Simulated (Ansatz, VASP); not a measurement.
**HfO2: VASP beside Ansatz**

The input INCAR:

```
SYSTEM = HfO2
PREC = Accurate ; ENCUT = 520
EDIFF = 1E-8 ; ISMEAR = -1
SIGMA = 0.01 ; LREAL = .FALSE.
LASPH = .TRUE. ; NELM = 100
ALGO = Normal ; ISIF = 2
LWAVE = .FALSE. ; LCHARG = .FALSE.
GGA = PE ; LEFG = .TRUE.
NBANDS = 18
```

File KPOINTS:

```
regular mesh
0
G
  9 9 9
  0 0 0
```

The input POSCAR:

```
HfO2
1.0
    0.0000000000      2.5052914730      2.5052914730
    2.5052914730      0.0000000000      2.5052914730
    2.5052914730      2.5052914730      0.0000000000
Hf O
1 2
Direct
    0.0000000000      0.0000000000      0.0000000000
    0.2500000000      0.2500000000      0.2500000000
    0.7500000000      0.7500000000      0.7500000000
```

Input for Ansatz:

```yaml
crystal:
  lattice:
    - [0.0, 2.505291473, 2.505291473]
    - [2.505291473, 0.0, 2.505291473]
    - [2.505291473, 2.505291473, 0.0]
  atoms:
    - { symbol: Hf, position: [0.0, 0.0, 0.0] }
    - { symbol: O, position: [0.25, 0.25, 0.25] }
    - { symbol: O, position: [0.75, 0.75, 0.75] }
kpoints:
  mp_grid: { grid: [9, 9, 9] }
scf:
  occupations: { method: fermi_dirac, width: 0.01 }
hamiltonian:
  xc: pbe
  pseudopotentials: { kind: paw }
output:
  forces: true
  stress: true
  eigenvalues: true
  efg: { contact_densities: true }
```

Change from the starting cell: volume scaled by 0.94, PAW files.

Alike in both runs: task electric field gradients; functional PBE; k mesh 9 × 9 × 9; occupations fermi-dirac, width 0.01 eV; no spin polarisation.

|  | VASP | Ansatz |
| --- | --- | --- |
| version | VASP 6.6.1 | Ansatz 0.2.0 |
| potentials or method | VASP PAW PBE potentials, release 64 (Hf_pv, O) | PAW with Ansatz's default frozen-core files, scalar-relativistic |
| plane-wave cutoff (eV) | 520 | 420 |
| valence electrons in the cell | 22 | 38 |

|  | VASP | Ansatz | Ansatz less VASP |
| --- | --- | --- | --- |
| gap on the k mesh at the Fermi level (eV) | 4.01 | 3.99 | -0.025 |
| pressure (GPa) | 10.0 | 14.1 | +4.11 |

With one functional, cell and mesh, what is left measures potentials, basis and numerics. VASP's potentials hold 22 valence electrons a cell and Ansatz's 38, so a difference there can come from the potentials and not from the codes.

Spin-orbit coupling is off throughout.
